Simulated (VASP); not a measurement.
A run of VASP 6.6.1:

File INCAR:

```
PREC = Accurate ; ENCUT = 520
EDIFF = 1E-7 ; ISMEAR = -1
SIGMA = 0.05 ; LREAL = False
LASPH = True ; NELM = 150
ALGO = Fast ; ISIF = 2
LWAVE = False ; LCHARG = False
ISPIN = 2 ; MAGMOM = 1
LORBIT = 11 ; LMAXMIX = 6
GGA = PS ; NBANDS = 22
```

Contents of KPOINTS:

```
regular mesh
0
Gamma
  9 9 9
```

Contents of POSCAR:

```
Yb
1.0
   -2.1936796540      2.1936796540      2.1936796540
    2.1936796540     -2.1936796540      2.1936796540
    2.1936796540      2.1936796540     -2.1936796540
Yb
1
Direct
    0.0000000000      0.0000000000      0.0000000000
```

Potentials or basis: VASP PAW PBE potentials, release 64 (Yb).

Run with:

```sh
$ cat potpaw_PBE.64/Yb/POTCAR > POTCAR
$ mpirun -np 1 vasp_std > vasp.out
```

Hardware: 1 thread of Intel(R) Xeon(R) Platinum 8259CL CPU @ 2.50GHz (Skylake/Cascade Lake), on a shared host.

Q: Estimate the wall time of this run.

A: It took 5.6 min on 1 thread of Intel(R) Xeon(R) Platinum 8259CL CPU @ 2.50GHz (Skylake/Cascade Lake), with other jobs on the host, peak memory 0.22 GiB. Counts: scf iterations 61, k points 35.
